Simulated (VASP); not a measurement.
# PbO2 (P4_2/mnm) in VASP: further runs

PbO2 is run at these levels: r2SCAN; tasks: single point.

All numbers are computed with VASP 6.6.1; they aren't measurements. Logs are shortened: lines on timing, memory, paths and dates and some standing lists are left out, and cuts for length are marked.

## (1) The cell of the first run

It takes space group P4_2/mnm (No. 136, tetragonal). The conventional cell has a = 4.986 Å, b = 4.986 Å, c = 3.407 Å, α = 90.00°, β = 90.00°, γ = 90.00°. Within 2.9 Å of Pb (site symmetry mmm) lie 6 O at 2.17 to 2.18 Å. O (site symmetry m2m) has 3 Pb at 2.17 to 2.18 Å and 1 O at 2.72 Å within 2.9 Å.

## (2) Single point, r2SCAN

The input, POSCAR:

```
PbO2
1.0
    4.9860762200      0.0000000000      0.0000000000
    0.0000000000      4.9860762200      0.0000000000
    0.0000000000      0.0000000000      3.4070786100
Pb O
2 4
Direct
    0.0000000000      0.0000000000      0.0000000000
    0.5000000000      0.5000000000      0.5000000000
    0.3072144700      0.3072144700      0.0000000000
    0.1927855300      0.8072144700      0.5000000000
    0.6927855300      0.6927855300      0.0000000000
    0.8072144700      0.1927855300      0.5000000000
```

The input, INCAR.step1:

```
PREC     = Accurate       # precision mode
ENCUT    = 520            # plane-wave cutoff, eV
ISMEAR   = -1             # smearing method
SIGMA    = 0.1            # smearing width, eV
LREAL    = False          # projectors in reciprocal space
LASPH    = True           # aspherical terms in the spheres
NELM     = 80             # most SCF steps
NBANDS   = 35             # bands
GGA      = PE             # functional
ALGO     = Normal         # electronic algorithm
EDIFF    = 1E-4           # SCF threshold, eV
LWAVE    = True           # write WAVECAR
LCHARG   = False          # write CHGCAR
```

The input, INCAR.step2:

```
PREC     = Accurate       # precision mode
ENCUT    = 520            # plane-wave cutoff, eV
EDIFF    = 1E-6           # SCF threshold, eV
ISMEAR   = -1             # smearing method
SIGMA    = 0.1            # smearing width, eV
LREAL    = False          # projectors in reciprocal space
LASPH    = True           # aspherical terms in the spheres
NELM     = 80             # most SCF steps
ALGO     = Normal         # electronic algorithm
ISIF     = 2              # what is computed and relaxed
LWAVE    = False          # write WAVECAR
LCHARG   = True           # write CHGCAR
METAGGA  = R2SCAN         # meta-GGA
LMIXTAU  = True         
LELF     = True           # ELF
LVHAR    = True         
NBANDS   = 35             # bands
ISTART   = 1
```

The input, KPOINTS:

```
regular mesh
0
Gamma
  7 7 10
```

Potentials or basis: VASP PAW PBE potentials, release 64 (Pb_d, O).

On the command line:

```sh
$ cat potpaw_PBE.64/Pb_d/POTCAR potpaw_PBE.64/O/POTCAR > POTCAR
$ cp INCAR.step1 INCAR
$ mpirun -np 1 vasp_std > vasp.out
$ cp INCAR.step2 INCAR
$ mpirun -np 1 vasp_std > vasp.out
```

OUTCAR:

```text
PREC = Accurate
   ENCUT = 520
   EDIFF = 1E-6
   ISMEAR = -1
   LREAL = False
   LASPH = True
   NELM = 80
   ISIF = 2
   METAGGA = R2SCAN
   ISTART = 1

 ion  position               nearest neighbor table
   1  0.000  0.000  0.000-   3 2.17   5 2.17   4 2.18   6 2.18   4 2.18   6 2.18   2 3.92   2 3.92
                             2 3.92   2 3.92   2 3.92   2 3.92   2 3.92   2 3.92
   2  0.500  0.500  0.500-   4 2.17   6 2.17   5 2.18   3 2.18   3 2.18   5 2.18   1 3.92   1 3.92
                             1 3.92   1 3.92   1 3.92   1 3.92   1 3.92   1 3.92
   3  0.307  0.307  0.000-   1 2.17   2 2.18   2 2.18
   4  0.193  0.807  0.500-   2 2.17   1 2.18   1 2.18
   5  0.693  0.693  0.000-   1 2.17   2 2.18   2 2.18
   6  0.807  0.193  0.500-   2 2.17   1 2.18   1 2.18

  LATTYP: Found a simple tetragonal cell.
 ALAT       =     4.9860762200
 C/A-ratio  =     0.6833185976

  Lattice vectors:

 A1 = (   4.9860762200,   0.0000000000,   0.0000000000)
 A2 = (   0.0000000000,   4.9860762200,   0.0000000000)
 A3 = (   0.0000000000,   0.0000000000,   3.4070786100)

Analysis of symmetry for initial positions (statically):
=====================================================================
 Subroutine PRICEL returns:
 Original cell was already a primitive cell.

 Routine SETGRP: Setting up the symmetry group for a
 simple tetragonal supercell.

 Subroutine GETGRP returns: Found 16 space group operations
 (whereof  8 operations were pure point group operations)
 out of a pool of 16 trial point group operations.

The static configuration has the point symmetry D_2h.
 The point group associated with its full space group is D_4h.

Analysis of symmetry for dynamics (positions and initial velocities):
=====================================================================
 Subroutine PRICEL returns:
 Original cell was already a primitive cell.

 Routine SETGRP: Setting up the symmetry group for a
 simple tetragonal supercell.

 Subroutine GETGRP returns: Found 16 space group operations
 (whereof  8 operations were pure point group operations)
 out of a pool of 16 trial point group operations.

The dynamic configuration has the point symmetry D_2h.
 The point group associated with its full space group is D_4h.

 Subroutine INISYM returns: Found 16 space group operations
 (whereof  8 operations are pure point group operations),
 and found     1 'primitive' translations

----------------------------------------------------------------------------------------

                                     Primitive cell

  volume of cell :      84.7032

  direct lattice vectors                    reciprocal lattice vectors
     4.986076220  0.000000000  0.000000000     0.200558507  0.000000000  0.000000000
     0.000000000  4.986076220  0.000000000     0.000000000  0.200558507  0.000000000
     0.000000000  0.000000000  3.407078610     0.000000000  0.000000000  0.293506583

  length of vectors
     4.986076220  4.986076220  3.407078610     0.200558507  0.200558507  0.293506583

  position of ions in fractional coordinates (direct lattice)
     0.000000000  0.000000000  0.000000000
     0.500000000  0.500000000  0.500000000
     0.307214470  0.307214470  0.000000000
     0.192785530  0.807214470  0.500000000
     0.692785530  0.692785530  0.000000000
     0.807214470  0.192785530  0.500000000

  ion indices of the primitive-cell ions
   primitive index   ion index
                 1           1
                 2           2
                 3           3
                 4           4
                 5           5
                 6           6

----------------------------------------------------------------------------------------

 KPOINTS: regular mesh

Automatic generation of k-mesh.
 Grid dimensions read from file:
 generate k-points for:    7    7   10

 Generating k-lattice:

  Cartesian coordinates                     Fractional coordinates (reciprocal lattice)
     0.028651215  0.000000000  0.000000000     0.142857143  0.000000000  0.000000000
     0.000000000  0.028651215  0.000000000     0.000000000  0.142857143  0.000000000
     0.000000000  0.000000000  0.029350658     0.000000000  0.000000000  0.100000000

  Length of vectors
     0.028651215  0.028651215  0.029350658

  Shift w.r.t. Gamma in fractional coordinates (k-lattice)
     0.000000000  0.000000000  0.000000000

 Subroutine IBZKPT returns following result:
 ===========================================

 Found     60 irreducible k-points:

 Following reciprocal coordinates:
            Coordinates               Weight
  0.000000  0.000000  0.000000      1.000000
  0.142857  0.000000  0.000000      4.000000
  0.285714  0.000000  0.000000      4.000000
  0.428571  0.000000  0.000000      4.000000
  0.142857  0.142857  0.000000      4.000000
  0.285714  0.142857  0.000000      8.000000
[... 16 lines left out ...]
  0.285714  0.000000  0.200000      8.000000
  0.428571  0.000000  0.200000      8.000000
[... 34 lines left out ...]
   ISMEAR =    -1;   SIGMA  =   0.10  broadening in eV -4-tet -1-fermi 0-gaus
   EFERMI_NEDOS =   21; number of points for ismear=-14 and -15
   IALGO  =     38    algorithm
   IMIX   =      4    mixing-type and parameters
     AMIX     =   0.40;   BMIX     =  1.00
     AMIX_MAG =   1.60;   BMIX_MAG =  1.00
  volume/ion in A,a.u.               =      14.12        95.27
  Fermi-wavevector in a.u.,A,eV,Ry     =   1.391370  2.629308 26.339659  1.935910
  Thomas-Fermi vector in A             =   2.515216
   LORBIT       =      0    0 simple, 1 ext, 2 COOP (PROOUT), +10 PAW based schemes
   METAGGA = R2SCAN    functional components
   LHFCALC =     F    Hartree Fock is set to
   AEXX    =    0.0000 exact exchange contribution
   IVDW    =     0    specifies the selected vdW correction
   LEPSILON=     F    determine dielectric tensor
   LRPA    =     F    only Hartree local field effects (RPA)
 non-spin polarized calculation
  energy-cutoff  :      520.00
  volume of cell :       84.70
 maximum number of plane-waves:      2302
 NGX is ok and might be reduce to    40
   NGX = 19   NGY = 19   NGZ = 13

 number of electron      52.0000010 magnetization

 Free energy of the ion-electron system (eV)
  ---------------------------------------------------
  ext. energy  EPLUGINS =         0.00000000
  ---------------------------------------------------
  free energy    TOTEN  =      -142.26553560 eV

  energy without entropy =     -142.25293654  energy(sigma->0) =     -142.25923607

 E-fermi :   4.0168     XC(G=0): -11.3546

 val. band max:        3.9312006043   @ k =   0.1429   0.0000   0.0000
 cond. band min:       4.0571695643   @ k =   0.0000   0.0000   0.1000
 fundamental gap:      0.1259689600
 Fermi energy:         4.0167889946

 k-point     1 :       0.0000    0.0000    0.0000
  band No.  band energies     occupation
      1     -15.3525      2.00000
      2     -15.1975      2.00000
      3     -13.6746      2.00000
      4     -13.6746      2.00000
      5     -12.1357      2.00000
      6     -11.8962      2.00000
[... 27 lines left out ...]
     34      15.8148      0.00000
     35      16.4002      0.00000

 k-point     2 :       0.1429    0.0000    0.0000
  band No.  band energies     occupation
      1     -15.2994      2.00000
      2     -15.1636      2.00000
      3     -13.8180      2.00000
      4     -13.7746      2.00000
      5     -11.9602      2.00000
      6     -11.8922      2.00000
[... 27 lines left out ...]
     34      16.0202      0.00000
     35      16.3975      0.00000

 k-point     3 :       0.2857    0.0000    0.0000
  band No.  band energies     occupation
      1     -15.1540      2.00000
      2     -15.0692      2.00000
      3     -14.0979      2.00000
      4     -14.0194      2.00000
      5     -11.8860      2.00000
      6     -11.8855      2.00000
[... 27 lines left out ...]
     34      16.4448      0.00000
     35      16.4995      0.00000
[... 723 lines left out ...]
 k-point    23 :       0.2857    0.0000    0.2000
  band No.  band energies     occupation
      1     -14.9165      2.00000
      2     -14.8871      2.00000
      3     -14.3959      2.00000
      4     -14.3525      2.00000
      5     -11.9427      2.00000
      6     -11.7831      2.00000
[... 27 lines left out ...]
     34      16.2041      0.00000
     35      16.5627      0.00000

 k-point    24 :       0.4286    0.0000    0.2000
  band No.  band energies     occupation
      1     -14.7524      2.00000
      2     -14.7365      2.00000
      3     -14.5797      2.00000
      4     -14.5340      2.00000
      5     -11.8443      2.00000
      6     -11.7852      2.00000
[... 27 lines left out ...]
     34      16.2742      0.00000
     35      16.7975      0.00000

 [... further k-points ...]

------------------------ aborting loop because EDIFF is reached ----------------------------------------

  FORCE on cell =-STRESS in cart. coord.  units (eV):
  Direction    XX          YY          ZZ          XY          YZ          ZX
  --------------------------------------------------------------------------------------
  -------------------------------------------------------------------------------------
  Total        0.3659812      0.3659812      0.5506565      0.0000000      0.0000000      0.0000000
  in kB        6.9226019      6.9226019     10.4157702      0.0000000      0.0000000      0.0000000
  external PRESSURE =       8.0869913 kB  Pullay stress =       0.0000000 kB

 VOLUME and BASIS-vectors are now :
 -----------------------------------------------------------------------------
  energy-cutoff  :      520.00
  volume of cell :       84.70
      direct lattice vectors                 reciprocal lattice vectors
     4.986076220  0.000000000  0.000000000     0.200558507  0.000000000  0.000000000
     0.000000000  4.986076220  0.000000000     0.000000000  0.200558507  0.000000000
     0.000000000  0.000000000  3.407078610     0.000000000  0.000000000  0.293506583

 POSITION                                       TOTAL-FORCE (eV/Angst)
 -----------------------------------------------------------------------------------
      0.00000      0.00000      0.00000         0.000000      0.000000      0.000000
      2.49304      2.49304      1.70354         0.000000      0.000000      0.000000
      1.53179      1.53179      0.00000        -0.007682     -0.007682      0.000000
      0.96124      4.02483      1.70354         0.007682     -0.007682      0.000000
      3.45428      3.45428      0.00000         0.007682      0.007682      0.000000
      4.02483      0.96124      1.70354        -0.007682      0.007682      0.000000
 -----------------------------------------------------------------------------------
    total drift:                                0.000000     -0.000000     -0.000000

  FREE ENERGIE OF THE ION-ELECTRON SYSTEM (eV)
  ---------------------------------------------------
  free  energy   TOTEN  =      -142.2655355954 eV

  energy  without entropy=     -142.2529365434  energy(sigma->0) =     -142.25923607
```

Wall time 4.4 min (1 thread of Intel Xeon 6975P-C (Granite Rapids), shared host); peak memory 0.3 GiB.

Results:

```
Free energy            : -142.2655 eV
Pressure               : 0.8 GPa
Largest force          : 0.011 eV/Å
Band gap on the k mesh : 0.07 eV (least direct gap 0.16 eV)
```

Forces in eV/Å, atoms in the order of the input:
```
Pb   0.000  0.000  0.000
Pb   0.000  0.000  0.000
O   -0.008 -0.008  0.000
O    0.008 -0.008  0.000
O    0.008  0.008  0.000
O   -0.008  0.008  0.000
```

Caveat: the smearing spreads over this small gap; the PAW data sets were made with another functional, which shifts forces and pressure a little; spin-orbit coupling is left out, which moves the levels of the heavy elements.

## (3) Single point, r2SCAN

This run uses another cell than the first one, of 14.40 Å³/atom.

The input, POSCAR:

```
PbO2
1.0
    5.0190975600      0.0000000000      0.0000000000
    0.0000000000      5.0190975600      0.0000000000
    0.0000000000      0.0000000000      3.4296427000
Pb O
2 4
Direct
    0.0000000000      0.0000000000      0.0000000000
    0.5000000000      0.5000000000      0.5000000000
    0.3075989707      0.3075989707      0.0000000000
    0.1924010293      0.8075989707      0.5000000000
    0.6924010293      0.6924010293      0.0000000000
    0.8075989707      0.1924010293      0.5000000000
```

The input, INCAR.step1:

```
SYSTEM = PbO2
PREC = Accurate ; ENCUT = 520
ISMEAR = -1 ; SIGMA = 0.1
LREAL = .False. ; LASPH = .True.
NELM = 80 ; NBANDS = 35
GGA = PE ; ALGO = Normal
EDIFF = 1E-4 ; LWAVE = .True.
LCHARG = .False.
```

The input, INCAR.step2:

```
SYSTEM = PbO2
PREC = Accurate ; ENCUT = 520
EDIFF = 1E-6 ; ISMEAR = -1
SIGMA = 0.1 ; LREAL = .False.
LASPH = .True. ; NELM = 80
ALGO = Normal ; ISIF = 2
LWAVE = .False. ; LCHARG = .False.
METAGGA = R2SCAN ; LMIXTAU = .True.
NBANDS = 35 ; ISTART = 1
```

The input, KPOINTS:

```
Automatic mesh
0
Gamma
  7 7 10
  0 0 0
```

Potentials or basis: VASP PAW PBE potentials, release 64 (Pb_d, O).

On the command line:

```sh
$ cat potpaw_PBE.64/Pb_d/POTCAR potpaw_PBE.64/O/POTCAR > POTCAR
$ cp INCAR.step1 INCAR
$ mpirun -np 1 vasp_std > vasp.out
$ cp INCAR.step2 INCAR
$ mpirun -np 1 vasp_std > vasp.out
```

Wall time 4.3 min (1 thread of Intel Xeon 6975P-C (Granite Rapids), shared host); peak memory 0.3 GiB.

The run converged. Its results:

```
Free energy            : -142.2612 eV
Pressure               : -2.0 GPa
Largest force          : 0.005 eV/Å
Band gap on the k mesh : 0.06 eV (least direct gap 0.10 eV)
```

Forces on the atoms (eV/Å):
```
Pb   0.000  0.000  0.000
Pb   0.000  0.000  0.000
O   -0.004 -0.004  0.000
O    0.004 -0.004  0.000
O    0.004  0.004  0.000
O   -0.004  0.004  0.000
```

Stress tensor (GPa, compression positive):
```
-1.83  0.00  0.00
 0.00 -1.83  0.00
 0.00  0.00 -2.33
```

Levels at points of the mesh, in eV from the valence-band top:
```
           k point  band 22  band 23  band 24  band 25  band 26  band 27  band 28  band 29  band 30  band 31
(0.00, 0.00, 0.00)    -0.57    -0.57    -0.56    -0.56    -0.55     0.06     4.59     6.48     6.48    10.20
(0.00, 0.00, 0.50)    -1.91    -1.12    -1.12    -0.80    -0.80     4.10     4.10     9.55     9.55    10.37
```

Caveat: the smearing spreads over this small gap; the PAW data sets were made with another functional, which shifts forces and pressure a little; spin-orbit coupling is left out, which moves the levels of the heavy elements.

## (4) Single point, r2SCAN

This run uses another cell than the first one, of 14.68 Å³/atom.

The input, POSCAR:

```
PbO2
1.0
    5.0516900100      0.0000000000      0.0000000000
    0.0000000000      5.0516900100      0.0000000000
    0.0000000000      0.0000000000      3.4519137300
Pb O
2 4
Direct
    0.0000000000      0.0000000000      0.0000000000
    0.5000000000      0.5000000000      0.5000000000
    0.3081750825      0.3081750825      0.0000000000
    0.1918249175      0.8081750825      0.5000000000
    0.6918249175      0.6918249175      0.0000000000
    0.8081750825      0.1918249175      0.5000000000
```

The input, INCAR.step1:

```
SYSTEM = PbO2
PREC = Accurate ; ENCUT = 520
ISMEAR = -1 ; SIGMA = 0.1
LREAL = .FALSE. ; LASPH = .TRUE.
NELM = 100 ; NBANDS = 35
GGA = PE ; ALGO = Normal
EDIFF = 1E-4 ; LWAVE = .TRUE.
LCHARG = .FALSE.
```

The input, INCAR.step2:

```
SYSTEM = PbO2
PREC = Accurate ; ENCUT = 520
EDIFF = 1E-6 ; ISMEAR = -1
SIGMA = 0.1 ; LREAL = .FALSE.
LASPH = .TRUE. ; NELM = 100
ALGO = Normal ; ISIF = 2
LWAVE = .FALSE. ; LCHARG = .FALSE.
METAGGA = R2SCAN ; LMIXTAU = .TRUE.
NBANDS = 35 ; ISTART = 1
```

The input, KPOINTS:

```
regular mesh
0
G
  7 7 10
  0 0 0
```

On the command line:

```sh
$ cat potpaw_PBE.64/Pb_d/POTCAR potpaw_PBE.64/O/POTCAR > POTCAR
$ cp INCAR.step1 INCAR
$ mpirun -np 1 vasp_std > vasp.out
$ cp INCAR.step2 INCAR
$ mpirun -np 1 vasp_std > vasp.out
```

Wall time 4.4 min (1 thread of Intel Xeon 6975P-C (Granite Rapids), shared host); peak memory 0.31 GiB.

It converged, with:

```yaml
Free_energy: -142.2290 eV
Pressure: -4.4 GPa
Largest_force: 0.017 eV/Å
Band_gap_on_the_k_mesh: 0.02 eV (least direct gap 0.06 eV)
```

Forces on the atoms (eV/Å):
```
Pb   0.000  0.000  0.000
Pb   0.000  0.000  0.000
O   -0.012 -0.012  0.000
O    0.012 -0.012  0.000
O    0.012  0.012  0.000
O   -0.012  0.012  0.000
```

Stress tensor (GPa, compression positive):
```
-4.01  0.00  0.00
 0.00 -4.01  0.00
 0.00  0.00 -5.31
```

Levels at points of the mesh, in eV from the valence-band top:
| k point | band 22 | band 23 | band 24 | band 25 | band 26 | band 27 | band 28 | band 29 | band 30 | band 31 |
| --- | --- | --- | --- | --- | --- | --- | --- | --- | --- | --- |
| (0.00, 0.00, 0.00) | -0.62 | -0.58 | -0.58 | -0.56 | -0.56 | 0.06 | 4.39 | 6.39 | 6.39 | 10.12 |
| (0.00, 0.00, 0.50) | -1.89 | -1.08 | -1.08 | -0.78 | -0.78 | 3.93 | 3.93 | 9.42 | 9.42 | 10.23 |

Caveat: the cell stands under tension; the smearing spreads over this small gap; the PAW data sets were made with another functional, which shifts forces and pressure a little; spin-orbit coupling is left out, which moves the levels of the heavy elements. A k mesh can miss the band edges.

## (5) Summary

| cell | gap on the mesh (eV) | pressure (GPa) | largest force (eV/Å) |
| --- | --- | --- | --- |
| a = 4.986, b = 4.986, c = 3.407 Å, 6 atoms, atomic positions A | 0.07 | 0.8 | 0.01 |
| a = 5.019, b = 5.019, c = 3.430 Å, 6 atoms, atomic positions B | 0.06 | -2.0 | 0.01 |
| a = 5.052, b = 5.052, c = 3.452 Å, 6 atoms, atomic positions C | 0.02 | -4.4 | 0.02 |

Alike in all rows: task single point; level r2SCAN; potentials or basis VASP PAW PBE potentials, release 64 (Pb_d, O); no spin polarisation; k mesh 7 × 7 × 10; cutoff (eV) 520; smearing fermi-dirac 0.1 eV.

Caveats: the smearing spreads over this small gap; the PAW data sets were made with another functional, which shifts forces and pressure a little; spin-orbit coupling is left out, which moves the levels of the heavy elements; the cell stands under tension (at least some runs).

Absolute energies hang on the potentials; compare differences alone.

The gap in the log of VASP goes by the Fermi energy; the results here count the filled bands.